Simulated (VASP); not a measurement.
Input of a VASP 6.6.1 run:

Contents of INCAR:

```
PREC     = Accurate       # precision mode
ENCUT    = 520            # plane-wave cutoff, eV
EDIFF    = 1E-6           # SCF threshold, eV
ISMEAR   = 0              # smearing method
SIGMA    = 0.1            # smearing width, eV
LREAL    = Auto         
LASPH    = T              # aspherical terms in the spheres
NELM     = 80             # most SCF steps
ALGO     = Normal         # electronic algorithm
ISIF     = 2              # what is computed and relaxed
LWAVE    = F              # write WAVECAR
LCHARG   = F              # write CHGCAR
LDIPOL   = T            
IDIPOL   = 3            
DIPOL    = 0.5 0.5 0.323
GGA      = CA             # functional
NBANDS   = 40             # bands
```

KPOINTS

```
Automatic mesh
0
Gamma
  5 4 1
```

Contents of POSCAR:

```
Al
1.0
    5.6343731020      0.0000000000      0.0000000000
    0.0000000000      7.9682068563      0.0000000000
    0.0000000000      0.0000000000     19.6723116275
Al
17
Direct
    0.2500000000      0.2500000000      0.2033314679
    0.2500000000      0.7500000000      0.2033314679
    0.7500000000      0.2500000000      0.2033314679
    0.7500000000      0.7500000000      0.2033314679
    0.0000000000      0.0000000000      0.2749343025
    0.0000000000      0.5000000000      0.2749343025
    0.5000000000      0.0000000000      0.2749343025
    0.5000000000      0.5000000000      0.2749343025
    0.2500000000      0.2500000000      0.3484027381
    0.2500000000      0.7500000000      0.3484027381
    0.7500000000      0.2500000000      0.3484027381
    0.7500000000      0.7500000000      0.3484027381
    0.0000000000      0.0000000000      0.4154220298
    0.0000000000      0.5000000000      0.4154220298
    0.5000000000      0.0000000000      0.4154220298
    0.5000000000      0.5000000000      0.4154220298
    0.1666666667      0.1250000000      0.5215691399
```

Potentials or basis: VASP PAW LDA potentials, release 64 (Al).

Run with:

```bash
$ cat potpaw_LDA.64/Al/POTCAR > POTCAR
$ mpirun -np 1 vasp_std > vasp.out
```

**Question.** Predict the band gap on the k mesh.

**Answer.** Zero (an odd number of electrons rules out a gap without spin polarisation).

**Question.** What does it give for the largest force?

**Answer.** 0.959 eV/Å.

Forces in eV/Å, atoms in the order of the input:
```
Al   0.036 -0.006  0.247
Al  -0.010 -0.033  0.228
Al  -0.051  0.015  0.188
Al   0.005 -0.039  0.221
Al  -0.007 -0.024 -0.221
Al  -0.017  0.007 -0.230
Al  -0.017 -0.010 -0.210
Al   0.021  0.006 -0.231
Al   0.012 -0.073  0.057
Al   0.001  0.025  0.013
Al  -0.037 -0.025 -0.102
Al  -0.010  0.072  0.015
Al  -0.558 -0.439 -0.645
Al  -0.027 -0.089  0.159
Al   0.000  0.107  0.406
Al   0.037 -0.042  0.096
Al   0.621  0.549  0.010
```
